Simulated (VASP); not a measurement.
Crystal: BaTiO3.

```
Ba Ti O
1.0
     3.98333    0.00000    0.00000
     0.00000    2.86260    2.87534
     0.00000   -2.86260    2.87534
Ba Ti O
1 1 3
Direct
  0.00000 0.00341 0.00341
  0.50000 0.50341 0.50341
  0.50000 0.00341 0.50341
  0.50000 0.50341 0.00341
  0.00000 0.50341 0.50341
```

- Program: VASP 6.6.1
- Task: relaxation of cell and atoms
- Functional: r2SCAN
- Potentials or basis: VASP PAW PBE potentials, release 64 (Ba_sv, Ti_sv, O)
- Cutoff: 660 eV
- k mesh: 8 × 8 × 8
- Occupations: gaussian, width 0.02 eV
- Spin: no spin polarisation

At the start: pressure -3.2 GPa; volume 13.11 Å³/atom.

Problem. How do energy, volume and symmetry change on relaxing?

Solution. Over 12 steps the energy falls by 4.3 meV/atom and the volume is 12.87 Å³/atom (-1.9 %); space group Pm-3m (No. 221, to 0.1 Å) before and after.

The path:
| step | energy change (eV) | largest force (eV/Å) | pressure (GPa) | volume (Å³) |
| --- | --- | --- | --- | --- |
| 1 | 0.0000 | 0.0000 | -3.16 | 65.57 |
| 2 | -0.0078 | 0.0000 | 3.57 | 63.14 |
| 3 | -0.0183 | 0.0000 | 0.55 | 64.17 |
| 4 | -0.0216 | 0.0000 | 0.11 | 64.31 |
| 5 | -0.0216 | 0.0000 | 0.04 | 64.34 |
| 6 | -0.0216 | 0.0000 | 0.05 | 64.34 |
| 7 | -0.0217 | 0.0000 | -0.03 | 64.37 |
| 8 | -0.0217 | 0.0000 | -0.02 | 64.36 |
| 9 | -0.0217 | 0.0000 | 0.00 | 64.36 |
| 10 | -0.0217 | 0.0000 | -0.02 | 64.36 |
| 11 | -0.0217 | 0.0000 | 0.02 | 64.35 |
| 12 | -0.0217 | 0.0000 | 0.01 | 64.35 |

Final structure:
```xyz
5
Lattice="4.0067 0.0000 0.0000 0.0000 2.8337 2.8338 0.0000 -2.8337 2.8338" Properties=species:S:1:pos:R:3 pbc="T T T"
Ba    0.0000    0.0000    0.0193
Ti    2.0034    0.0000    2.8532
O     2.0034   -1.4169    1.4363
O     2.0034    1.4169    1.4363
O     0.0000    0.0000    2.8532
```

Caveat: the PAW data sets were made with another functional, which shifts forces and pressure a little.
